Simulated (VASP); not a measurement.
The system is Cl.

```
Cl
1.0
     3.14500   -2.25000    0.00000
     3.14500    2.25000    0.00000
     0.00000    0.00000    8.21000
Cl
4
Direct
  0.37000 0.63000 0.40000
  0.13000 0.87000 0.90000
  0.63000 0.37000 0.60000
  0.87000 0.13000 0.10000
```

```yaml
Program: VASP 6.6.1
Task: relaxation of cell and atoms
Functional: revPBE
Dispersion: D4
Potentials_or_basis: VASP PAW PBE potentials, release 64 (Cl)
Cutoff: 600 eV
k_mesh: 7 × 7 × 4
Occupations: fermi-dirac, width 0.05 eV
Spin: no spin polarisation
```

At the start: pressure -0.6 GPa; volume 29.05 Å³/atom.

Problem. Where does the relaxation end?

Solution. Over 16 steps the energy falls by 7.2 meV/atom and the volume is 26.98 Å³/atom (-7.1 %); space group Cmce (No. 64, to 0.1 Å) before and after.

The path:
```
step  energy change (eV)  largest force (eV/Å)  pressure (GPa)  volume (Å³)
   1              0.0000                0.1286           -0.64       116.19
   2             -0.0005                0.3874            0.38       114.25
   3             -0.0040                0.1515           -0.12       115.18
   4             -0.0083                0.1403           -0.11       114.28
   5             -0.0187                0.1040           -0.04       111.60
   6             -0.0241                0.0571            0.30       106.33
   7             -0.0251                0.0712            0.17       107.96
   8             -0.0191                0.3040           -0.70       108.82
   9             -0.0255                0.0104           -0.02       108.13
  10             -0.0260                0.0110           -0.02       108.15
  11             -0.0271                0.0124           -0.03       108.21
  12             -0.0281                0.0221           -0.05       108.29
  13             -0.0282                0.0253           -0.06       108.30
  14             -0.0246                0.2387            0.57       107.45
  15             -0.0282                0.0117            0.01       108.20
  16             -0.0286                0.0074            0.01       107.92
```

Final structure:
```
Cl
1.0
     3.19335   -2.09537    0.00000
     3.19335    2.09537    0.00000
     0.00000    0.00000    8.06432
Cl
4
Direct
  0.37316 0.62684 0.39374
  0.12684 0.87316 0.89374
  0.62684 0.37316 0.60626
  0.87316 0.12684 0.10626
```

Caveat: the PAW data sets were made with another functional, which shifts forces and pressure a little.
